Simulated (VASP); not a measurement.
# YN (Fm-3m) in VASP: single point with HSE06

Aim: the single point of YN with HSE06.

Everything below comes from runs of VASP 6.6.1. Logs are shortened: lines on timing, memory, paths and dates and some standing lists are left out, and cuts for length are marked.

## 1. The cell of the first run

The structure is cubic, space group Fm-3m (No. 225). Conventional cell: a = 5.141 Å, b = 5.141 Å, c = 5.141 Å, α = 90.00°, β = 90.00°, γ = 90.00°. Y (site symmetry m-3m) has 6 N at 2.57 Å within 3.4 Å. Within 3.4 Å of N (site symmetry m-3m) lie 6 Y at 2.57 Å.

## 2. Single point, HSE06 (strain +5.0%)

File POSCAR:

```
YN
1.0
    0.0000000000      2.5704505496      2.5704505496
    2.5704505496      0.0000000000      2.5704505496
    2.5704505496      2.5704505496      0.0000000000
Y N
1 1
Direct
    0.0000000000      0.0000000000      0.0000000000
    0.5000000000      0.5000000000      0.5000000000
```

File INCAR.step1:

```
ALGO = Normal
EDIFF = 1E-5
ENCUT = 520
GGA = PE
GGA_COMPAT = F
ISIF = 2
ISMEAR = 0
LASPH = T
LREAL = F
LWAVE = T
NBANDS = 15
NELM = 120
PREC = Accurate
SIGMA = 0.01
```

File INCAR.step2:

```
ALGO = Normal
EDIFF = 1E-6
ENCUT = 520
GGA = PE
GGA_COMPAT = F
HFSCREEN = 0.2079
ISIF = 2
ISMEAR = 0
ISTART = 1
LASPH = T
LCHARG = T
LELF = T
LHFCALC = T
LREAL = F
LVHAR = T
LWAVE = F
NBANDS = 15
NELM = 120
PREC = Accurate
PRECFOCK = Normal
SIGMA = 0.01
```

File KPOINTS:

```
k-points
0
Gamma
  6 6 6
```

Potentials or basis: VASP PAW PBE potentials, release 64 (Y_sv, N).

Run with:

```
$ cat potpaw_PBE.64/Y_sv/POTCAR potpaw_PBE.64/N/POTCAR > POTCAR
$ cp INCAR.step1 INCAR
$ mpirun -np 1 vasp_std > vasp.out
$ cp INCAR.step2 INCAR
$ mpirun -np 1 vasp_std > vasp.out
```

OUTCAR:

```text
EDIFF = 1E-6
   ENCUT = 520
   GGA = PE
   HFSCREEN = 0.2079
   ISIF = 2
   ISMEAR = 0
   ISTART = 1
   LASPH = T
   LHFCALC = T
   LREAL = F
   NELM = 120
   PREC = Accurate
   PRECFOCK = Normal

 ion  position               nearest neighbor table
   1  0.000  0.000  0.000-   2 2.57   2 2.57   2 2.57   2 2.57   2 2.57   2 2.57
   2  0.500  0.500  0.500-   1 2.57   1 2.57   1 2.57   1 2.57   1 2.57   1 2.57

  LATTYP: Found a face centered cubic cell.
 ALAT       =     5.1409010992

  Lattice vectors:

 A1 = (   0.0000000000,   2.5704505496,   2.5704505496)
 A2 = (   2.5704505496,   0.0000000000,   2.5704505496)
 A3 = (   2.5704505496,   2.5704505496,   0.0000000000)

Analysis of symmetry for initial positions (statically):
=====================================================================
 Subroutine PRICEL returns:
 Original cell was already a primitive cell.

 Routine SETGRP: Setting up the symmetry group for a
 face centered cubic supercell.

 Subroutine GETGRP returns: Found 48 space group operations
 (whereof 48 operations were pure point group operations)
 out of a pool of 48 trial point group operations.

The static configuration has the point symmetry O_h .

Analysis of symmetry for dynamics (positions and initial velocities):
=====================================================================
 Subroutine PRICEL returns:
 Original cell was already a primitive cell.

 Routine SETGRP: Setting up the symmetry group for a
 face centered cubic supercell.

 Subroutine GETGRP returns: Found 48 space group operations
 (whereof 48 operations were pure point group operations)
 out of a pool of 48 trial point group operations.

The dynamic configuration has the point symmetry O_h .

 Subroutine INISYM returns: Found 48 space group operations
 (whereof 48 operations are pure point group operations),
 and found     1 'primitive' translations

----------------------------------------------------------------------------------------

                                     Primitive cell

  volume of cell :      33.9670

  direct lattice vectors                    reciprocal lattice vectors
     0.000000000  2.570450550  2.570450550    -0.194518428  0.194518428  0.194518428
     2.570450550  0.000000000  2.570450550     0.194518428 -0.194518428  0.194518428
     2.570450550  2.570450550  0.000000000     0.194518428  0.194518428 -0.194518428

  length of vectors
     3.635166029  3.635166029  3.635166029     0.336915800  0.336915800  0.336915800

  position of ions in fractional coordinates (direct lattice)
     0.000000000  0.000000000  0.000000000
     0.500000000  0.500000000  0.500000000

  ion indices of the primitive-cell ions
   primitive index   ion index
                 1           1
                 2           2

----------------------------------------------------------------------------------------

 KPOINTS: k-points

Automatic generation of k-mesh.
 Grid dimensions read from file:
 generate k-points for:    6    6    6

 Generating k-lattice:

  Cartesian coordinates                     Fractional coordinates (reciprocal lattice)
    -0.032419738  0.032419738  0.032419738     0.166666667  0.000000000  0.000000000
     0.032419738 -0.032419738  0.032419738     0.000000000  0.166666667  0.000000000
     0.032419738  0.032419738 -0.032419738     0.000000000  0.000000000  0.166666667

  Length of vectors
     0.056152633  0.056152633  0.056152633

  Shift w.r.t. Gamma in fractional coordinates (k-lattice)
     0.000000000  0.000000000  0.000000000

 Subroutine IBZKPT returns following result:
 ===========================================

 Found     16 irreducible k-points:

 Following reciprocal coordinates:
            Coordinates               Weight
  0.000000  0.000000  0.000000      1.000000
  0.166667  0.000000  0.000000      8.000000
  0.333333  0.000000  0.000000      8.000000
  0.500000  0.000000  0.000000      4.000000
  0.166667  0.166667  0.000000      6.000000
  0.333333  0.166667  0.000000     24.000000
[... 8 lines left out ...]
 -0.333333  0.333333  0.166667     24.000000
 -0.333333  0.500000  0.166667     12.000000
   k-points           NKPTS =     16   k-points in BZ     NKDIM =    216   number of bands    NBANDS=     15
   number of dos      NEDOS =    301   number of ions     NIONS =      2
   total plane-waves  NPLWV =  21952
   dimension x,y,z NGX =    28 NGY =   28 NGZ =   28
   dimension x,y,z NGXF=    56 NGYF=   56 NGZF=   56
   ions per type =               1   1
   NGX,Y,Z   is equivalent  to a cutoff of  12.81, 12.81, 12.81 a.u.
   NGXF,Y,Z  is equivalent  to a cutoff of  25.61, 25.61, 25.61 a.u.
 SYSTEM =  unknown system
   PREC   = accura    normal or accurate (medium, high low for compatibility)
   ISTART =      1    job   : 0-new  1-cont  2-samecut
   ICHARG =      0    charge: 1-file 2-atom 10-const
   ISPIN  =      1    spin polarized calculation?
   LNONCOLLINEAR =      F non collinear calculations
   LSORBIT =      F    spin-orbit coupling
   LASPH  =      T    aspherical Exc in radial PAW
   ENCUT  =  520.0 eV  38.22 Ry    6.18 a.u.   6.76  6.76  6.76*2*pi/ulx,y,z
   NELM   =    120;   NELMIN=  2; NELMDL=  0     # of ELM steps
   EDIFF  = 0.1E-05   stopping-criterion for ELM
   LREAL  =      F    real-space projection
   EDIFFG = 0.1E-04   stopping-criterion for IOM
   NSW    =      0    number of steps for IOM
   IBRION =     -1    ionic relax: 0-MD 1-quasi-New 2-CG
   NFREE  =      0    steps in history (QN), initial steepest desc. (CG)
   ISIF   =      2    stress and relaxation
   ISYM   =      3    0-nonsym 1-usesym 2-fastsym
   POTIM  = 0.5000    time-step for ionic-motion
   TEBEG  =    0.0;   TEEND  =   0.0 temperature during run
   PSTRESS=    0.0 pullay stress
   NELECT =      16.0000    total number of electrons
   NUPDOWN=      -1.0000    fix difference up-down
   EMIN   =  10.00;   EMAX   =-10.00  energy-range for DOS
   EFERMI =   0.00;   METHOD = LEGACY
   ISMEAR =     0;   SIGMA  =   0.01  broadening in eV -4-tet -1-fermi 0-gaus
   EFERMI_NEDOS =   21; number of points for ismear=-14 and -15
   IALGO  =     38    algorithm
   IMIX   =      1    mixing-type and parameters
     AMIX     =   0.40;   BMIX     =  1.00
     AMIX_MAG =   1.60;   BMIX_MAG =  1.00
  volume/ion in A,a.u.               =      16.98       114.61
  Fermi-wavevector in a.u.,A,eV,Ry     =   1.273783  2.407102 22.075780  1.622524
  Thomas-Fermi vector in A             =   2.406588
   LORBIT       =      0    0 simple, 1 ext, 2 COOP (PROOUT), +10 PAW based schemes
   GGA     = PE    functional components
   LHFCALC =     T    Hartree Fock is set to
   PRECFOCK=normal    Normal, Fast or Accurate (Low or Medium for compatibility)
   ENCUT4O =  -1.0   cutoff for four orbital integrals eV
   NKREDX  =     1    reduce k-point grid by
   NKREDY  =     1    reduce k-point grid by
   NKREDZ  =     1    reduce k-point grid by
   AEXX    =    0.2500 exact exchange contribution
   HFSCREEN=    0.2079 screening length (either q_TF or 0.3 A-1)
   HFSCREENC=   0.2079 screening length for correlation (either q_TF or 0.3 A-1)
   ENCUTFOCK=  -1.0 apply spherical cutoff to Coloumb kernel
   IVDW    =     0    specifies the selected vdW correction
   LEPSILON=     F    determine dielectric tensor
   LRPA    =     F    only Hartree local field effects (RPA)
 non-spin polarized calculation
 Gauss-broadening in eV      SIGMA  =   0.01
  energy-cutoff  :      520.00
  volume of cell :       33.97
 maximum number of plane-waves:       941
  NGX = 24; NGY = 24; NGZ = 24

 number of electron      16.0000001 magnetization

 Free energy of the ion-electron system (eV)
  ---------------------------------------------------
  ext. energy  EPLUGINS =         0.00000000
  ---------------------------------------------------
  free energy    TOTEN  =       -20.94086101 eV

  energy without entropy =      -20.94086101  energy(sigma->0) =      -20.94086101

 E-fermi :   2.7851     XC(G=0):  -8.7053

 val. band max:        2.7260291717   @ k =   0.0000   0.0000   0.0000
 cond. band min:       4.0096974992   @ k =   0.5000   0.5000   0.0000
 fundamental gap:      1.2836683276
 Fermi energy:         2.7851322974

 k-point     1 :       0.0000    0.0000    0.0000
  band No.  band energies     occupation
      1     -41.5840      2.00000
      2     -19.9521      2.00000
      3     -19.9521      2.00000
      4     -19.9521      2.00000
      5     -11.2710      2.00000
      6       2.7260      2.00000
      7       2.7260      2.00000
      8       2.7260      2.00000
      9       6.6025      0.00000
     10       6.7401      0.00000
     11       6.7401      0.00000
     12       6.7401      0.00000
     13       8.3857      0.00000
     14       8.3857      0.00000
     15      14.1863      0.00000

 k-point     2 :       0.1667    0.0000    0.0000
  band No.  band energies     occupation
      1     -41.5681      2.00000
      2     -20.1433      2.00000
      3     -19.9651      2.00000
      4     -19.9651      2.00000
      5     -10.9337      2.00000
      6       1.3011      2.00000
      7       2.0346      2.00000
      8       2.0346      2.00000
      9       6.8054      0.00000
     10       7.3188      0.00000
     11       7.3188      0.00000
     12       8.1190      0.00000
     13       9.4962      0.00000
     14       9.4962      0.00000
     15      15.5920      0.00000

 k-point     3 :       0.3333    0.0000    0.0000
  band No.  band energies     occupation
      1     -41.5362      2.00000
      2     -20.4967      2.00000
      3     -19.9910      2.00000
      4     -19.9910      2.00000
      5     -10.2537      2.00000
      6      -0.5598      2.00000
      7       1.0553      2.00000
      8       1.0553      2.00000
      9       7.6052      0.00000
     10       8.6857      0.00000
     11       8.6857      0.00000
     12       9.9367      0.00000
     13      11.6136      0.00000
     14      11.6136      0.00000
     15      16.3367      0.00000

 k-point     4 :       0.5000    0.0000    0.0000
  band No.  band energies     occupation
      1     -41.5201      2.00000
      2     -20.6615      2.00000
      3     -20.0039      2.00000
      4     -20.0039      2.00000
      5      -9.9015      2.00000
      6      -1.3233      2.00000
      7       0.6683      2.00000
      8       0.6683      2.00000
      9       9.0427      0.00000
     10       9.5000      0.00000
     11       9.6289      0.00000
     12       9.6289      0.00000
     13      12.9217      0.00000
     14      12.9217      0.00000
     15      15.9768      0.00000
[... 163 lines left out ...]
 k-point    14 :       0.5000    0.3333    0.1667
  band No.  band energies     occupation
      1     -41.5152      2.00000
      2     -20.4453      2.00000
      3     -20.1844      2.00000
      4     -20.0683      2.00000
      5     -10.3590      2.00000
      6      -0.1631      2.00000
      7       1.0927      2.00000
      8       1.3523      2.00000
      9       6.3304      0.00000
     10       9.1280      0.00000
     11       9.8974      0.00000
     12       9.9268      0.00000
     13      11.5217      0.00000
     14      13.4155      0.00000
     15      15.4237      0.00000

 k-point    15 :      -0.3333    0.3333    0.1667
  band No.  band energies     occupation
      1     -41.5046      2.00000
      2     -20.4575      2.00000
      3     -20.2496      2.00000
      4     -20.1092      2.00000
      5     -10.2998      2.00000
      6      -0.0423      2.00000
      7       0.8882      2.00000
      8       1.0386      2.00000
      9       7.6437      0.00000
     10       7.8537      0.00000
     11      10.4410      0.00000
     12      10.4688      0.00000
     13      11.9765      0.00000
     14      14.5273      0.00000
     15      14.7833      0.00000

 k-point    16 :      -0.3333    0.5000    0.1667
  band No.  band energies     occupation
      1     -41.4995      2.00000
      2     -20.4122      2.00000
      3     -20.2447      2.00000
      4     -20.1934      2.00000
      5     -10.5127      2.00000
      6       0.7915      2.00000
      7       0.9769      2.00000
      8       1.2825      2.00000
      9       5.9684      0.00000
     10       9.0256      0.00000
     11      10.0068      0.00000
     12      10.9355      0.00000
     13      11.3296      0.00000
     14      14.0368      0.00000
     15      14.7328      0.00000

------------------------ aborting loop because EDIFF is reached ----------------------------------------

  FORCE on cell =-STRESS in cart. coord.  units (eV):
  Direction    XX          YY          ZZ          XY          YZ          ZX
  --------------------------------------------------------------------------------------
  -------------------------------------------------------------------------------------
  Total       -4.1262344     -4.1262344     -4.1262344     -0.0000000      0.0000000      0.0000000
  in kB     -194.6286264   -194.6286264   -194.6286264     -0.0000000      0.0000000      0.0000000
  external PRESSURE =    -194.6286264 kB  Pullay stress =       0.0000000 kB

 VOLUME and BASIS-vectors are now :
 -----------------------------------------------------------------------------
  energy-cutoff  :      520.00
  volume of cell :       33.97
      direct lattice vectors                 reciprocal lattice vectors
     0.000000000  2.570450550  2.570450550    -0.194518428  0.194518428  0.194518428
     2.570450550  0.000000000  2.570450550     0.194518428 -0.194518428  0.194518428
     2.570450550  2.570450550  0.000000000     0.194518428  0.194518428 -0.194518428

 POSITION                                       TOTAL-FORCE (eV/Angst)
 -----------------------------------------------------------------------------------
      0.00000      0.00000      0.00000         0.000000      0.000000      0.000000
      2.57045      2.57045      2.57045        -0.000000     -0.000000     -0.000000
 -----------------------------------------------------------------------------------
    total drift:                                0.000000     -0.000000      0.000000

  FREE ENERGIE OF THE ION-ELECTRON SYSTEM (eV)
  ---------------------------------------------------
  free  energy   TOTEN  =       -20.9408610085 eV

  energy  without entropy=      -20.9408610085  energy(sigma->0) =      -20.94086101
```

Wall time 47 min (1 thread of Intel Xeon Platinum 8259CL at 2.50GHz (Skylake/Cascade Lake), shared host); peak memory 0.28 GiB.

Results:

```yaml
Free_energy: -20.9409 eV
Pressure: -19.5 GPa
Band_gap_on_the_k_mesh: 1.28 eV (least direct gap 1.85 eV)
```

Caveat: the cell differs from its parent crystal (strain +5.0%); the cell stands under tension; the structure was generated, so it needn't be the stable form of YN; the PAW data sets were made with another functional, which shifts forces and pressure a little. A k mesh can miss the band edges.
